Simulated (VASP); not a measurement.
Here is a VASP 6.6.1 calculation.

INCAR

```
SYSTEM = Pd
PREC = Accurate ; ENCUT = 500
EDIFF = 1E-6 ; ISMEAR = -1
SIGMA = 0.15 ; LREAL = .False.
LASPH = .True. ; NELM = 120
ALGO = Normal ; ISIF = 2
LWAVE = .False. ; LCHARG = .False.
GGA = PE ; NBANDS = 17
GGA_COMPAT = .False.
```

KPOINTS

```
Automatic mesh
0
Gamma
  2 2 1
  0.5 0.5 0
```

The input POSCAR:

```
Pd
1.0
   -0.0326391076      3.3612145007     -2.8080850048
   -0.2190752434     -4.0437848640     -1.2361199287
   -5.7841341921      0.5760640734     -0.1760662055
Pd
2
Direct
    0.3630670000      0.4247250000      0.0681820000
    0.6678300000      1.0697800000      0.0567460000
```

Potentials or basis: VASP PAW PBE potentials, release 64 (Pd).

The run is started by

```bash
$ cat potpaw_PBE.64/Pd/POTCAR > POTCAR
$ mpirun -np 1 vasp_std > vasp.out
```

Task: Estimate the largest force.

Result: 2.030 eV/Å.

Task: Estimate the band gap on the k mesh.

Result: Zero (band 10 reaches -0.38 eV, above the bottom of band 11 at -0.75 eV).

Task: Estimate the pressure.

Result: 1.9 GPa.

Forces on the atoms (eV/Å):
```
Pd   0.029  0.314  2.005
Pd  -0.029 -0.314 -2.005
```

Caveat: the k points lie up to 1.09 Å⁻¹ apart; forces of over 1 eV/Å act on the atoms, so gaps and moduli don't describe the material at rest.
